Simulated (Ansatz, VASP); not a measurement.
## MoPb: VASP beside Ansatz

The input INCAR:

```
SYSTEM = MoPb
ALGO = Normal ; EDIFF = 1E-7
EDIFFG = -0.04 ; ENCUT = 600
GGA = PE ; IBRION = 2
ISIF = 3 ; ISMEAR = 0
LASPH = .True. ; LCHARG = .False.
LREAL = .False. ; LWAVE = .False.
NELM = 80 ; NSW = 90
PREC = Accurate ; SIGMA = 0.1
```

Contents of KPOINTS:

```
k-points
0
Gamma
  6 6 6
  0 0 0
```

Contents of POSCAR:

```
MoPb
1.0
    3.6036517826      0.0000000000      0.0000000000
    0.0000000000      3.6036517826      0.0000000000
    0.0000000000      0.0000000000      3.6036517826
Mo Pb
1 1
Direct
    0.0000000000      0.0000000000      0.0000000000
    0.5000000000      0.5000000000      0.5000000000
```

Input for Ansatz:

```yaml
crystal:
  lattice:
    - [3.6036517826, 0.0, 0.0]
    - [0.0, 3.6036517826, 0.0]
    - [0.0, 0.0, 3.6036517826]
  atoms:
    - { symbol: Mo, position: [0.0, 0.0, 0.0] }
    - { symbol: Pb, position: [0.5, 0.5, 0.5] }
basis:
  ecutwfc: 420
kpoints:
  mp_grid: { grid: [6, 6, 6] }
hamiltonian:
  xc: pbe
scf:
  occupations: { method: gaussian, width: 0.1 }
  lower_state_search: "off"
output:
  forces: true
  stress: true
  eigenvalues: true
relax:
  adjacent_minimum: "off"
  f_tol: 0.04
  max_steps: 70
  cell: { stress_tol: 0.4 }
```

Alike in both runs: task relaxation of cell and atoms; functional PBE; k mesh 6 × 6 × 6; occupations gaussian, width 0.1 eV; no spin polarisation.

|  | VASP | Ansatz |
| --- | --- | --- |
| version | VASP 6.6.1 | Ansatz 0.2.0 |
| potentials or method | VASP PAW PBE potentials, release 64 (Mo_sv, Pb_d), cutoff 600 eV | scalar-relativistic, plane waves, PAW |
| valence electrons in the cell | 28 | 28 |

Ansatz gave:

| Quantity | Value |
| --- | --- |
| gap on the k mesh at the Fermi level, each at its own relaxed structure (eV) | none |
| relaxed volume (Å³/atom) | 19.83 |
| relaxed cell length with the largest relative difference (Å) | 3.410 |

Task: Which values does VASP return?

Result: gap on the k mesh at the Fermi level, each at its own relaxed structure (eV): none; relaxed volume (Å³/atom): 19.88; relaxed cell length with the largest relative difference (Å): 3.413.

A gap of «none» marks a metal or a gap that the smearing closes.

Spin-orbit coupling is off throughout. Noted on VASP's run: the volume moved by over 15 % at a fixed basis, so the end points are rough.
